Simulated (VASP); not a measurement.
A run of VASP 6.6.1:

Contents of INCAR:

```
SYSTEM = TePb
ALGO = Normal
EDIFF = 1E-6
ENCUT = 520
GGA = PS
ISIF = 2
ISMEAR = 0
LASPH = .TRUE.
LCHARG = .TRUE.
LELF = .TRUE.
LREAL = .FALSE.
LVHAR = .TRUE.
LWAVE = .FALSE.
NBANDS = 17
NELM = 80
PREC = Accurate
SIGMA = 0.5
```

The input KPOINTS:

```
k-points
0
G
  6 6 6
  0 0 0
```

POSCAR

```
TePb
1.0
    0.0000000000      3.2678555508      3.2678555508
    3.2678555508      0.0000000000      3.2678555508
    3.2678555508      3.2678555508      0.0000000000
Te Pb
1 1
Direct
    0.5000000000      0.5000000000      0.5000000000
    0.0000000000      0.0000000000      0.0000000000
```

Potentials or basis: VASP PAW PBE potentials, release 64 (Te, Pb_d).

Launch:

```sh
$ cat potpaw_PBE.64/Te/POTCAR potpaw_PBE.64/Pb_d/POTCAR > POTCAR
$ mpirun -np 1 vasp_std > vasp.out
```

Hardware: 1 thread of Intel Xeon 8259CL, on a shared host.

**Question.** Estimate the wall time of this run.

**Answer.** Wall time 39 s on 1 thread of Intel Xeon 8259CL, with other jobs on the host, peak memory 0.2 GiB. Counts: scf iterations 12, k points 16.
